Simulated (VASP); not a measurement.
# ZnO (P6_3mc) in VASP: a series of runs, part 2 of 2

VASP 6.6.1. The steps go on from the part before.

### Step 3. Relaxation of cell and atoms, PBE

This run uses another cell than the first one, of 12.01 Å³/atom, 1.015 times its volume.

Contents of INCAR:

```
SYSTEM = ZnO
PREC = Accurate
ENCUT = 600
EDIFF = 1E-6
ISMEAR = 0
SIGMA = 0.05
LREAL = .False.
LASPH = .True.
NELM = 80
ALGO = Normal
ISIF = 3
LWAVE = .False.
LCHARG = .False.
GGA = PE
IBRION = 2
NSW = 80
EDIFFG = -0.01
```

Contents of KPOINTS:

```
Automatic mesh
0
Gamma
  12 12 8
  0 0 0
```

Contents of POSCAR:

```
ZnO
1.0
    3.2601941478      0.0000000000      0.0000000000
   -1.6300970739      2.8234109532      0.0000000000
    0.0000000000      0.0000000000      5.2210884991
Zn O
2 2
Direct
    0.3333333333      0.6666666667      0.0000000000
    0.6666666667      0.3333333333      0.5000000000
    0.3333333333      0.6666666667      0.3821000000
    0.6666666667      0.3333333333      0.8821000000
```

Potentials or basis: VASP PAW PBE potentials, release 64 (Zn, O).

Command:

```
$ cat potpaw_PBE.64/Zn/POTCAR potpaw_PBE.64/O/POTCAR > POTCAR
$ mpirun -np 1 vasp_std > vasp.out
```

OUTCAR:

```text
SYSTEM = ZnO
   PREC = Accurate
   ENCUT = 600
   EDIFF = 1E-6
   ISMEAR = 0
   LREAL = .False.
   LASPH = .True.
   NELM = 80
   ISIF = 3
   GGA = PE
   IBRION = 2
   NSW = 80
   EDIFFG = -0.01

 ion  position               nearest neighbor table
   1  0.333  0.667  0.000-   4 1.98   4 1.98   4 1.98   3 1.99
   2  0.667  0.333  0.500-   3 1.98   3 1.98   3 1.98   4 1.99
   3  0.333  0.667  0.382-   2 1.98   2 1.98   2 1.98   1 1.99
   4  0.667  0.333  0.882-   1 1.98   1 1.98   1 1.98   2 1.99

  LATTYP: Found a hexagonal cell.
 ALAT       =     3.2601941478
 C/A-ratio  =     1.6014655148

  Lattice vectors:

 A1 = (   3.2601941478,   0.0000000000,   0.0000000000)
 A2 = (  -1.6300970739,   2.8234109532,   0.0000000000)
 A3 = (   0.0000000000,   0.0000000000,   5.2210884991)

Analysis of symmetry for initial positions (statically):
=====================================================================
 Subroutine PRICEL returns:
 Original cell was already a primitive cell.

 Routine SETGRP: Setting up the symmetry group for a
 hexagonal supercell.

 Subroutine GETGRP returns: Found 12 space group operations
 (whereof  6 operations were pure point group operations)
 out of a pool of 24 trial point group operations.
[... 279 lines left out ...]
  free  energy   TOTEN  =       -17.8624528319 eV

  energy  without entropy=      -17.8624528319  energy(sigma->0) =      -17.86245283

[... ionic steps 4 to 7 ...]

--------------------------------------- Ionic step        8  -------------------------------------------

 number of electron      36.0000010 magnetization

------------------------ aborting loop because EDIFF is reached ----------------------------------------
[... 71 lines left out ...]
--------------------------------------- Ionic step       10  -------------------------------------------

 number of electron      36.0000011 magnetization

 Free energy of the ion-electron system (eV)
  ---------------------------------------------------
  ext. energy  EPLUGINS =         0.00000000
  ---------------------------------------------------
  free energy    TOTEN  =       -17.86312290 eV

  energy without entropy =      -17.86312290  energy(sigma->0) =      -17.86312290

 E-fermi :   1.1120     XC(G=0): -10.6970

 val. band max:        0.8465511355   @ k =   0.0000   0.0000   0.0000
 cond. band min:       1.5670623531   @ k =   0.0000   0.0000   0.0000
 fundamental gap:      0.7205112177
 Fermi energy:         1.1119916079

 k-point     1 :       0.0000    0.0000    0.0000
  band No.  band energies     occupation
      1     -16.9301      2.00000
      2     -16.2705      2.00000
      3      -4.6650      2.00000
      4      -4.6650      2.00000
      5      -4.6297      2.00000
      6      -4.4973      2.00000
[... 589 lines left out ...]
     21       8.9155      0.00000
     22       9.5340      0.00000

 [... further k-points ...]

------------------------ aborting loop because EDIFF is reached ----------------------------------------

  FORCE on cell =-STRESS in cart. coord.  units (eV):
  Direction    XX          YY          ZZ          XY          YZ          ZX
  --------------------------------------------------------------------------------------
  -------------------------------------------------------------------------------------
  Total       -0.0045298     -0.0045298      0.0260576      0.0000000     -0.0000000     -0.0000000
  in kB       -0.1464124     -0.1464124      0.8422275      0.0000000     -0.0000000     -0.0000000
  external PRESSURE =       0.1831342 kB  Pullay stress =       0.0000000 kB
[... 19 lines left out ...]
  FREE ENERGIE OF THE ION-ELECTRON SYSTEM (eV)
  ---------------------------------------------------
  free  energy   TOTEN  =       -17.8631229029 eV

  energy  without entropy=      -17.8631229029  energy(sigma->0) =      -17.86312290

 reached required accuracy - stopping structural energy minimisation
```

OSZICAR:

```text
N       E                     dE             d eps       ncg     rms          rms(c)
DAV:   1     0.306278499324E+03    0.30628E+03   -0.20613E+04  4196   0.262E+03
DAV:   2     0.122083631198E+02   -0.29407E+03   -0.28314E+03  4462   0.472E+02
[... 78 lines left out ...]
   9 F= -.17863124E+02 E0= -.17863124E+02  d E =-.412300E-04
       N       E                     dE             d eps       ncg     rms          rms(c)
DAV:   1    -0.178633527762E+02   -0.22820E-03   -0.11203E-02  5388   0.129E+00    0.120E-01
DAV:   2    -0.178631717969E+02    0.18098E-03   -0.11626E-03  5418   0.590E-01    0.507E-02
DAV:   3    -0.178631348144E+02    0.36983E-04   -0.25931E-05  6088   0.126E-01    0.275E-02
DAV:   4    -0.178631226289E+02    0.12185E-04   -0.21972E-05  6106   0.669E-02    0.355E-03
DAV:   5    -0.178631229029E+02   -0.27403E-06   -0.44560E-06  4216   0.212E-02
  10 F= -.17863123E+02 E0= -.17863123E+02  d E =0.135411E-05
```

CONTCAR:

```text
ZnO
   1.00000000000000
     3.2853907878536361   -0.0000000000000000    0.0000000000000000
    -1.6426953939268181    2.8452318835749812   -0.0000000000000000
     0.0000000000000000   -0.0000000000000000    5.3028629800471183
  Zn              O
     2     2
Direct
     0.3333333332999970    0.6666666667000030    0.0016279976848757
     0.6666666667000030    0.3333333332999970    0.5016279976848756
     0.3333333332999970    0.6666666667000030    0.3804720023151256
     0.6666666667000030    0.3333333332999970    0.8804720023151256

  0.00000000E+00  0.00000000E+00  0.00000000E+00
  0.00000000E+00  0.00000000E+00  0.00000000E+00
  0.00000000E+00  0.00000000E+00  0.00000000E+00
  0.00000000E+00  0.00000000E+00  0.00000000E+00
```

Wall time 12 min (1 thread of AMD EPYC 7R43 (Zen 3), shared host); peak memory 0.21 GiB.

What came out:

| Quantity | Value |
| --- | --- |
| Free energy | -17.8631 eV |
| Relaxed volume | 12.39 Å³/atom |
| Relaxed cell | a = 3.285 Å, b = 3.285 Å, c = 5.303 Å, α = 90.00°, β = 90.00°, γ = 120.00° |
| Space group after relaxing (to 0.05 Å) | P6_3mc (No. 186) |
| Energy gained by relaxing | 5.2 meV/atom |
| Ionic steps | 10 |
| Pressure after relaxing | 0.0 GPa |
| Largest force after relaxing | 0.007 eV/Å |
| Band gap on the k mesh | 0.72 eV, direct |

Forces in eV/Å, atoms in the order of the input:
```
Zn   0.000  0.000 -0.007
Zn   0.000  0.000 -0.007
O    0.000  0.000  0.007
O    0.000  0.000  0.007
```

Stress tensor (GPa, compression positive):
```
-0.01  0.00  0.00
 0.00 -0.01  0.00
 0.00  0.00  0.08
```

The path:
```csv
step,energy change (eV),largest force (eV/Å),pressure (GPa),volume (Å³)
1,0.0000,0.0323,4.35,48.06
2,-0.0153,0.0227,-1.97,50.36
3,-0.0200,0.0259,-0.03,49.58
4,-0.0200,0.0259,0.03,49.55
5,-0.0202,0.0244,0.12,49.55
6,-0.0206,0.0173,0.16,49.55
7,-0.0207,0.0151,0.14,49.55
8,-0.0206,0.0149,-0.24,49.69
9,-0.0207,0.0041,-0.05,49.60
10,-0.0207,0.0068,0.02,49.57
```

Final structure:
```
Zn O
1.0
     3.28539    0.00000    0.00000
    -1.64270    2.84523    0.00000
     0.00000    0.00000    5.30286
Zn O
2 2
Direct
  0.33333 0.66667 0.00163
  0.66667 0.33333 0.50163
  0.33333 0.66667 0.38047
  0.66667 0.33333 0.88047
```

A k mesh can miss the band edges. Zero-point motion and thermal expansion aren't in these numbers.

### Step 4. Relaxation of shape and atoms at fixed volume, PBE (volume scaled by 0.980)

Contents of INCAR:

```
PREC = Accurate
ENCUT = 600
EDIFF = 1E-7
ISMEAR = 0
SIGMA = 0.05
LREAL = False
LASPH = True
NELM = 80
ALGO = Normal
ISIF = 4
LWAVE = False
LCHARG = False
GGA = PE
IBRION = 2
NSW = 60
EDIFFG = -0.01
```

Contents of KPOINTS:

```
regular mesh
0
Gamma
  12 12 8
```

Contents of POSCAR:

```
ZnO
1.0
    3.2574297768      0.0000000000      0.0000000000
   -1.6287148884      2.8210169377      0.0000000000
    0.0000000000      0.0000000000      5.2579301843
Zn O
2 2
Direct
    0.3333333333      0.6666666667      0.0015089684
    0.6666666667      0.3333333333      0.5015089684
    0.3333333333      0.6666666667      0.3805910316
    0.6666666667      0.3333333333      0.8805910316
```

Command:

```
$ cat potpaw_PBE.64/Zn/POTCAR potpaw_PBE.64/O/POTCAR > POTCAR
$ mpirun -np 1 vasp_std > vasp.out
```

It took 2.5 min on 1 thread of AMD EPYC 7R43 (Zen 3), shared host; peak memory 0.21 GiB.

It converged, with:

```
Free energy             : -17.8500 eV
Pressure after relaxing : 3.6 GPa
Band gap on the k mesh  : 0.76 eV, direct
```

Final structure:
```xyz
4
Lattice="3.2574 0.0000 0.0000 -1.6287 2.8210 0.0000 0.0000 0.0000 5.2579" Properties=species:S:1:pos:R:3 pbc="T T T"
Zn    0.0000    1.8807    0.0079
Zn    1.6287    0.9403    2.6369
O     0.0000    1.8807    2.0011
O     1.6287    0.9403    4.6301
```

Levels at points of the mesh, in eV from the valence-band top:
```
           k point  band 16  band 17  band 18  band 19  band 20  band 21
(0.00, 0.00, 0.00)    -0.08     0.00     0.00     0.76     5.17     8.14
(0.50, 0.00, 0.00)    -2.21    -1.27    -0.82     5.71     6.85     7.55
(0.00, 0.00, 0.50)    -0.38    -0.38    -0.38     3.41     3.41    10.00
(0.50, 0.00, 0.50)    -1.47    -1.35    -1.35     5.68     5.68     8.34
```

Caveat: the cell differs from its parent crystal (volume scaled by 0.980); the relaxation stopped at its first step, so nothing moved.

### Step 5. The runs side by side

| task | cell | gap on the mesh (eV) | pressure (GPa) |
| --- | --- | --- | --- |
| relaxation of shape and atoms at fixed volume | relaxed from a = 3.235, b = 3.235, c = 5.222 Å, angles 90.0, 90.0, 120.0°, 4 atoms | 0.79 | 6.7 |
| relaxation of cell and atoms | relaxed from a = 3.260, b = 3.260, c = 5.221 Å, angles 90.0, 90.0, 120.0°, 4 atoms | 0.72 | 0.0 |
| relaxation of shape and atoms at fixed volume | relaxed from a = 3.257, b = 3.257, c = 5.258 Å, angles 90.0, 90.0, 120.0°, 4 atoms | 0.76 | 3.6 |

Alike in all rows: level PBE; potentials or basis VASP PAW PBE potentials, release 64 (Zn, O); no spin polarisation; k mesh 12 × 12 × 8; cutoff (eV) 600; smearing gaussian 0.05 eV.

Caveats: the relaxation stopped at its first step, so nothing moved (some runs).

Total energies depend on the potentials used, so only differences within one code and one set of settings carry meaning.
